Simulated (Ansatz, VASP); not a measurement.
## Al in VASP and in Ansatz

```
Al
1.0
    -1.59437    1.59437   -1.59437
    -1.59437   -1.59437    1.59437
    -0.95662    6.37747    6.37747
Al
4
Direct
  0.73750 0.73750 0.87500
  0.46250 0.46250 0.12500
  0.88750 0.88750 0.37500
  0.31250 0.31250 0.62500
```

Alike in both runs: task single point; functional r2SCAN; k mesh 22 × 22 × 7; occupations gaussian, width 0.15 eV; no spin polarisation.

```csv
,VASP,Ansatz
version,VASP 6.6.1,Ansatz 0.2.0
potentials or method,"VASP PAW PBE potentials, release 64 (Al), cutoff 520 eV","scalar-relativistic, plane waves, PAW"
valence electrons in the cell,12,12
```

Ansatz gave:

```
gap on the k mesh at the Fermi level (eV)                     : none
pressure (GPa)                                                : 3.6
traceless stress, the component that is largest in VASP (GPa) : 4.55
rms of the force components (eV/Å)                            : 0.824
```

Question: Which values does VASP return?

Answer: gap on the k mesh at the Fermi level (eV): none; pressure (GPa): 3.3; traceless stress, the component that is largest in VASP (GPa): 4.54; rms of the force components (eV/Å): 0.824.

VASP's potentials were made for PBE, not for r2SCAN. Atom by atom the forces differ by 0.002 eV/Å (rms over components). A gap of «none» marks a metal or a gap that the smearing closes.
